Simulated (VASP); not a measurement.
Set up this calculation in VASP 6.6.1, as the native input.

- Task: single point
- Functional: PBEsol
- Potentials or basis: VASP PAW PBE potentials, release 64 (Zn, Se)
- Cutoff: 520 eV
- k mesh: 6 × 6 × 6
- Occupations: gaussian, width 0.01 eV
- Spin: no spin polarisation
- Dipole correction: no
- Further INCAR settings: ALGO = Normal; EDIFF = 1e-07; NBANDS = 16

The structure of ZnSe (Stilleite) lies in POSCAR:

```
ZnSe
1.0
    0.0000000000      2.8572208968      2.8572208968
    2.8572208968      0.0000000000      2.8572208968
    2.8572208968      2.8572208968      0.0000000000
Zn Se
1 1
Direct
    0.0000000000      0.0000000000      0.0000000000
    0.2500000000      0.2500000000      0.2500000000
```

One way to write it, as run:

INCAR

```
PREC = Accurate ; ENCUT = 520
EDIFF = 1E-7 ; ISMEAR = 0
SIGMA = 0.01 ; LREAL = False
LASPH = True ; NELM = 100
ALGO = Normal ; ISIF = 2
LWAVE = False ; LCHARG = True
GGA = PS ; LELF = True
LVHAR = True ; NBANDS = 16
```

KPOINTS

```
Automatic mesh
0
Gamma
  6 6 6
```

Potentials or basis: VASP PAW PBE potentials, release 64 (Zn, Se).

Run with:

```bash
$ cat potpaw_PBE.64/Zn/POTCAR potpaw_PBE.64/Se/POTCAR > POTCAR
$ mpirun -np 1 vasp_std > vasp.out
```

Results of the run:

- Pressure: -2.3 GPa
- Band gap on the k mesh: 1.07 eV, direct

Caveat: the PAW data sets were made with another functional, which shifts forces and pressure a little.

Wall time 13 s on 1 thread of Intel Xeon 6975P-C (shared host), peak memory 0.17 GiB.
